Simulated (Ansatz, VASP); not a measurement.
# RbH2 in VASP and in Ansatz

```
Rb H
1.0
     7.63275    0.00000    0.00000
    -3.81638    6.61016    0.00000
     0.00000    0.00000    7.34390
Rb H
3 6
Direct
  0.30485 0.00000 0.33333
  0.00000 0.30485 0.66667
  0.69515 0.69515 0.00000
  0.49957 0.52783 0.45492
  0.47217 0.97175 0.78826
  0.02825 0.50043 0.12159
  0.52783 0.49957 0.54508
  0.97175 0.47217 0.21174
  0.50043 0.02825 0.87841
```

Alike in both runs: functional PBE; k mesh 6 × 6 × 6; occupations gaussian, width 0.1 eV; no spin polarisation.

Ansatz relaxed the structure, and its values are those at the end. VASP's run is a single point on that final structure, the one shown.

```csv
,VASP,Ansatz
version,VASP 6.6.1,Ansatz 0.2.0
potentials or method,"VASP PAW PBE potentials, release 64 (Rb_sv, H), cutoff 520 eV","scalar-relativistic, plane waves, PAW"
valence electrons in the cell,33,33
```

```csv
,VASP,Ansatz,Ansatz less VASP
gap on the k mesh at the Fermi level (eV),none,none,-
pressure (GPa),0.0,0.0,+0.04
rms of the force components (eV/Å),0.007,0.003,-0.0041
```

A gap of «none» marks a metal or a gap that the smearing closes.
